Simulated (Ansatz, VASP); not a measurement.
# Sc: VASP beside Ansatz

```
Sc
1.0
     3.31948    0.00000    0.00000
    -1.65974    2.87475    0.00000
     0.00000    0.00000    5.16265
Sc
2
Cartesian
  0.0000 1.9165 1.2907
  1.6597 0.9583 3.8720
```

Alike in both runs: task relaxation of cell and atoms; functional PBEsol; k mesh 15 × 15 × 8; occupations gaussian, width 0.1 eV; no spin polarisation.

|  | VASP | Ansatz |
| --- | --- | --- |
| version | VASP 6.6.1 | Ansatz 0.2.0 |
| potentials or method | VASP PAW PBE potentials, release 64 (Sc_sv), cutoff 600 eV | scalar-relativistic, plane waves, PAW |
| valence electrons in the cell | 22 | 22 |

```csv
,VASP,Ansatz,Ansatz less VASP
"gap on the k mesh at the Fermi level, each at its own relaxed structure (eV)",none,none,-
relaxed volume (Å³/atom),23.65,23.63,-0.021
relaxed cell length with the largest relative difference (Å),5.085,5.083,-0.0017
```

VASP's potentials were made for PBE, not for PBEsol. A gap of «none» marks a metal or a gap that the smearing closes.
